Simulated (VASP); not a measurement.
# Tl (P6_3/mmc) in VASP: further runs

Runs on Tl. Level: PBEsol. Tasks: single point, relaxation of cell and atoms.

Program: VASP 6.6.1. These are calculated values, not measurements. Logs are shortened: lines on timing, memory, paths and dates and some standing lists are left out, and cuts for length are marked.

## 1. The cell of the first run

The structure is hexagonal, space group P6_3/mmc (No. 194). Conventional cell: a = 3.502 Å, b = 3.502 Å, c = 5.394 Å, α = 90.00°, β = 90.00°, γ = 120.00°. Tl (site symmetry -6m2) has 12 Tl at 3.37 to 3.50 Å within 4.4 Å.

## 2. Single point, PBEsol

File INCAR:

```
SYSTEM = Tl
ALGO = Fast
EDIFF = 1E-7
ENCUT = 520
GGA = PS
ISIF = 2
ISMEAR = 0
LASPH = .True.
LCHARG = .False.
LREAL = .False.
LWAVE = .False.
NBANDS = 20
NELM = 60
PREC = Accurate
SIGMA = 0.1
```

File KPOINTS:

```
k-points
0
Gamma
  15 15 8
  0 0 0
```

File POSCAR:

```
Tl
1.0
    3.5023652877      0.0000000000      0.0000000000
   -1.7511826438      3.0331373125      0.0000000000
    0.0000000000      0.0000000000      5.3937465082
Tl
2
Direct
    0.3333333333      0.6666666667      0.2500000000
    0.6666666667      0.3333333333      0.7500000000
```

Potentials or basis: VASP PAW PBE potentials, release 64 (Tl_d).

On the command line:

```sh
cat potpaw_PBE.64/Tl_d/POTCAR > POTCAR
mpirun -np 1 vasp_std > vasp.out
```

OUTCAR:

```text
SYSTEM = Tl
   EDIFF = 1E-7
   ENCUT = 520
   GGA = PS
   ISIF = 2
   ISMEAR = 0
   LASPH = .True.
   LREAL = .False.
   NELM = 60
   PREC = Accurate

 ion  position               nearest neighbor table
   1  0.333  0.667  0.250-   2 3.37   2 3.37   2 3.37   2 3.37   2 3.37   2 3.37
   2  0.667  0.333  0.750-   1 3.37   1 3.37   1 3.37   1 3.37   1 3.37   1 3.37

  LATTYP: Found a hexagonal cell.
 ALAT       =     3.5023652877
 C/A-ratio  =     1.5400296843

  Lattice vectors:

 A1 = (   3.5023652877,   0.0000000000,   0.0000000000)
 A2 = (  -1.7511826438,   3.0331373125,   0.0000000000)
 A3 = (   0.0000000000,   0.0000000000,   5.3937465082)

Analysis of symmetry for initial positions (statically):
=====================================================================
 Subroutine PRICEL returns:
 Original cell was already a primitive cell.

 Routine SETGRP: Setting up the symmetry group for a
 hexagonal supercell.

 Subroutine GETGRP returns: Found 24 space group operations
 (whereof 12 operations were pure point group operations)
 out of a pool of 24 trial point group operations.

The static configuration has the point symmetry D_3d.
 The point group associated with its full space group is D_6h.

Analysis of symmetry for dynamics (positions and initial velocities):
=====================================================================
 Subroutine PRICEL returns:
 Original cell was already a primitive cell.

 Routine SETGRP: Setting up the symmetry group for a
 hexagonal supercell.

 Subroutine GETGRP returns: Found 24 space group operations
 (whereof 12 operations were pure point group operations)
 out of a pool of 24 trial point group operations.

The dynamic configuration has the point symmetry D_3d.
 The point group associated with its full space group is D_6h.

 Subroutine INISYM returns: Found 24 space group operations
 (whereof 12 operations are pure point group operations),
 and found     1 'primitive' translations

----------------------------------------------------------------------------------------

                                     Primitive cell

  volume of cell :      57.2986

  direct lattice vectors                    reciprocal lattice vectors
     3.502365288  0.000000000  0.000000000     0.285521331  0.164845818  0.000000000
    -1.751182644  3.033137313  0.000000000     0.000000000  0.329691635  0.000000000
     0.000000000  0.000000000  5.393746508     0.000000000  0.000000000  0.185399888

  length of vectors
     3.502365288  3.502365288  5.393746508     0.329691635  0.329691635  0.185399888

  position of ions in fractional coordinates (direct lattice)
     0.333333333  0.666666667  0.250000000
     0.666666667  0.333333333  0.750000000
[... 79 lines left out ...]
   EDIFFG = 0.1E-05   stopping-criterion for IOM
   NSW    =      0    number of steps for IOM
   IBRION =     -1    ionic relax: 0-MD 1-quasi-New 2-CG
   NFREE  =      0    steps in history (QN), initial steepest desc. (CG)
   ISIF   =      2    stress and relaxation
   ISYM   =      2    0-nonsym 1-usesym 2-fastsym
   POTIM  = 0.5000    time-step for ionic-motion
   TEBEG  =    0.0;   TEEND  =   0.0 temperature during run
   PSTRESS=    0.0 pullay stress
   NELECT =      26.0000    total number of electrons
   NUPDOWN=      -1.0000    fix difference up-down
   EMIN   =  10.00;   EMAX   =-10.00  energy-range for DOS
   EFERMI =   0.00;   METHOD = LEGACY
   ISMEAR =     0;   SIGMA  =   0.10  broadening in eV -4-tet -1-fermi 0-gaus
   EFERMI_NEDOS =   21; number of points for ismear=-14 and -15
   IALGO  =     68    algorithm
   IMIX   =      4    mixing-type and parameters
     AMIX     =   0.40;   BMIX     =  1.00
     AMIX_MAG =   1.60;   BMIX_MAG =  1.00
  volume/ion in A,a.u.               =      28.65       193.34
  Fermi-wavevector in a.u.,A,eV,Ry     =   1.258011  2.377297 21.532483  1.582593
  Thomas-Fermi vector in A             =   2.391642
   LORBIT       =      0    0 simple, 1 ext, 2 COOP (PROOUT), +10 PAW based schemes
   GGA     = PS    functional components
   LHFCALC =     F    Hartree Fock is set to
   AEXX    =    0.0000 exact exchange contribution
   IVDW    =     0    specifies the selected vdW correction
   LEPSILON=     F    determine dielectric tensor
   LRPA    =     F    only Hartree local field effects (RPA)
 non-spin polarized calculation
 RMM-DIIS sequential band-by-band and
 Gauss-broadening in eV      SIGMA  =   0.10
  energy-cutoff  :      520.00
  volume of cell :       57.30
 maximum number of plane-waves:      1574
 NGX is ok and might be reduce to    28
   NGX = 13   NGY = 13   NGZ = 21

 number of electron      25.9999997 magnetization

 Free energy of the ion-electron system (eV)
  ---------------------------------------------------
  ext. energy  EPLUGINS =         0.00000000
  ---------------------------------------------------
  free energy    TOTEN  =        -5.26363099 eV

  energy without entropy =       -5.26063549  energy(sigma->0) =       -5.26213324

 E-fermi :   6.3585     XC(G=0): -10.3553

 val. band max:        6.3099210029   @ k =   0.0667  -0.0000   0.2500
 cond. band min:       6.3898983992   @ k =   0.3333   0.3333   0.2500
 fundamental gap:      0.0799773963
 Fermi energy:         6.3584955991

 k-point     1 :       0.0000    0.0000    0.0000
  band No.  band energies     occupation
      1      -5.3788      2.00000
      2      -5.1188      2.00000
      3      -5.1188      2.00000
      4      -5.1053      2.00000
      5      -5.0579      2.00000
      6      -5.0579      2.00000
[... 541 lines left out ...]
     19      13.8276      0.00000
     20      17.8913      0.00000

 [... further k-points ...]

------------------------ aborting loop because EDIFF is reached ----------------------------------------

  FORCE on cell =-STRESS in cart. coord.  units (eV):
  Direction    XX          YY          ZZ          XY          YZ          ZX
  --------------------------------------------------------------------------------------
  -------------------------------------------------------------------------------------
  Total       -0.0248069     -0.0248069     -0.0283191     -0.0000000      0.0000000      0.0000000
  in kB       -0.6936488     -0.6936488     -0.7918569     -0.0000000      0.0000000      0.0000000
  external PRESSURE =      -0.7263848 kB  Pullay stress =       0.0000000 kB

 VOLUME and BASIS-vectors are now :
 -----------------------------------------------------------------------------
  energy-cutoff  :      520.00
  volume of cell :       57.30
      direct lattice vectors                 reciprocal lattice vectors
     3.502365288  0.000000000  0.000000000     0.285521331  0.164845818  0.000000000
    -1.751182644  3.033137313  0.000000000     0.000000000  0.329691635  0.000000000
     0.000000000  0.000000000  5.393746508     0.000000000  0.000000000  0.185399888

 POSITION                                       TOTAL-FORCE (eV/Angst)
 -----------------------------------------------------------------------------------
     -0.00000      2.02209      1.34844        -0.000000      0.000000      0.000000
      1.75118      1.01105      4.04531         0.000000     -0.000000      0.000000
 -----------------------------------------------------------------------------------
    total drift:                                0.000000     -0.000000      0.000000

  FREE ENERGIE OF THE ION-ELECTRON SYSTEM (eV)
  ---------------------------------------------------
  free  energy   TOTEN  =        -5.2636309898 eV

  energy  without entropy=       -5.2606354931  energy(sigma->0) =       -5.26213324
```

OSZICAR:

```text
N       E                     dE             d eps       ncg     rms          rms(c)
DAV:   1     0.130319078484E+03    0.13032E+03   -0.14259E+04  5440   0.123E+03
DAV:   2    -0.279322433336E+01   -0.13311E+03   -0.13056E+03  5916   0.276E+02
DAV:   3    -0.532349720173E+01   -0.25303E+01   -0.25135E+01  6272   0.333E+01
DAV:   4    -0.533877184200E+01   -0.15275E-01   -0.15274E-01  5700   0.279E+00
DAV:   5    -0.533898094635E+01   -0.20910E-03   -0.20910E-03  6000   0.326E-01    0.304E+00
RMM:   6    -0.527522697007E+01    0.63754E-01   -0.10276E-01  5410   0.213E+00    0.209E+00
RMM:   7    -0.526465295277E+01    0.10574E-01   -0.51062E-02  5492   0.162E+00    0.837E-01
RMM:   8    -0.526364448157E+01    0.10085E-02   -0.43623E-03  5590   0.445E-01    0.875E-02
RMM:   9    -0.526363172633E+01    0.12755E-04   -0.23471E-04  5958   0.121E-01    0.330E-02
RMM:  10    -0.526363052021E+01    0.12061E-05   -0.33568E-05  5969   0.492E-02    0.265E-03
RMM:  11    -0.526363108146E+01   -0.56124E-06   -0.69883E-06  6031   0.202E-02    0.146E-03
RMM:  12    -0.526363106022E+01    0.21233E-07   -0.15914E-06  5835   0.869E-03    0.937E-04
RMM:  13    -0.526363098975E+01    0.70469E-07   -0.66573E-07  4240   0.456E-03
   1 F= -.52636310E+01 E0= -.52621332E+01  d E =-.299550E-02
```

stdout:

```text
POSCAR found type information on POSCAR Tl
 POSCAR found :  1 types and       2 ions
 scaLAPACK will be used
 -----------------------------------------------------------------------------
|                                                                             |
|                                                                             |
|     You enforced a specific xc type in the INCAR file but a different       |
|     I HOPE YOU KNOW WHAT YOU ARE DOING!                                     |
|                                                                             |
 -----------------------------------------------------------------------------

 LDA part: xc-table for (Slater+PW92), standard interpolation
 POSCAR, INCAR and KPOINTS ok, starting setup
 FFT: planning ... GRIDC
 FFT: planning ... GRID_SOFT
 FFT: planning ... GRID
 WAVECAR not read
 entering main loop
```

Run time: 50 s. Hardware: 1 thread of Intel Xeon 6975P-C (Granite Rapids), shared host; peak memory 0.26 GiB.

What came out:

```yaml
Free_energy: -5.2636 eV
Pressure: -0.1 GPa
Band_gap_on_the_k_mesh: zero (bands 13 and 14 overlap by 6.15 eV)
```

Caveat: the PAW data sets were made with another functional, which shifts forces and pressure a little; spin-orbit coupling is left out, which moves the levels of the heavy elements.

## 3. Relaxation of cell and atoms, PBEsol

This run uses another cell than the first one, of 29.91 Å³/atom.

File INCAR:

```
PREC = Accurate ; ENCUT = 600
EDIFF = 1E-6 ; ISMEAR = 0
SIGMA = 0.1 ; LREAL = F
LASPH = T ; NELM = 100
ALGO = Fast ; ISIF = 3
LWAVE = F ; LCHARG = F
GGA = PS ; IBRION = 2
NSW = 100 ; EDIFFG = -0.005
```

File KPOINTS:

```
Automatic mesh
0
Gamma
  15 15 8
```

File POSCAR:

```
Tl
1.0
    3.4973395198      0.0000000000      0.0000000000
   -1.7486697599      3.0287848698      0.0000000000
    0.0000000000      0.0000000000      5.6465616800
Tl
2
Direct
    0.3333333300      0.6666666700      0.2500000000
    0.6666666700      0.3333333300      0.7500000000
```

Potentials or basis: VASP PAW PBE potentials, release 64 (Tl_d).

On the command line:

```sh
cat potpaw_PBE.64/Tl_d/POTCAR > POTCAR
mpirun -np 1 vasp_std > vasp.out
```

It took 7.5 min on 1 thread of Intel Xeon 6975P-C (Granite Rapids), shared host; peak memory 0.31 GiB.

It converged, with:

| Quantity | Value |
| --- | --- |
| Free energy | -5.2640 eV |
| Relaxed volume | 28.66 Å³/atom |
| Relaxed cell | a = 3.504 Å, b = 3.504 Å, c = 5.392 Å, α = 90.00°, β = 90.00°, γ = 120.00° |
| Space group after relaxing (to 0.1 Å) | P6_3/mmc (No. 194) |
| Energy gained by relaxing | 7.9 meV/atom |
| Ionic steps | 16 |
| Pressure after relaxing | 0.0 GPa |
| Band gap on the k mesh | zero (bands 13 and 14 overlap by 6.15 eV) |

The path:
```csv
step,energy change (eV),largest force (eV/Å),pressure (GPa),volume (Å³)
1,0.0000,0.0000,-1.49,59.81
2,-0.0134,0.0000,-0.18,57.43
3,-0.0137,0.0000,0.05,57.10
4,-0.0137,0.0000,-0.02,57.16
5,-0.0140,0.0000,0.01,57.17
6,-0.0150,0.0000,0.00,57.20
7,-0.0158,0.0000,0.04,57.24
8,-0.0085,0.0000,0.19,57.27
9,-0.0158,0.0000,0.03,57.24
10,-0.0158,0.0000,0.03,57.24
11,-0.0144,0.0000,0.07,57.27
12,-0.0158,0.0000,0.04,57.25
13,-0.0155,0.0000,0.05,57.26
14,-0.0158,0.0000,0.03,57.25
15,-0.0158,0.0000,-0.08,57.40
16,-0.0158,0.0000,-0.01,57.32
```

Final structure:
```xyz
2
Lattice="3.5036 0.0000 0.0000 -1.7518 3.0342 0.0000 0.0000 0.0000 5.3920" Properties=species:S:1:pos:R:3 pbc="T T T"
Tl    0.0000    2.0228    1.3480
Tl    1.7518    1.0114    4.0440
```

Levels at points of the mesh, in eV from the Fermi level:
```tsv
k point	band 9	band 10	band 11	band 12	band 13	band 14	band 15	band 16	band 17
(0.00, 0.00, 0.00)	-11.02	-11.02	-10.05	-4.74	-2.72	7.50	7.50	9.68	9.68
(0.00, 0.00, 0.50)	-11.13	-11.13	-8.54	-8.54	3.89	3.89	8.55	8.55	8.55
```

Caveat: the PAW data sets were made with another functional, which shifts forces and pressure a little; spin-orbit coupling is left out, which moves the levels of the heavy elements.
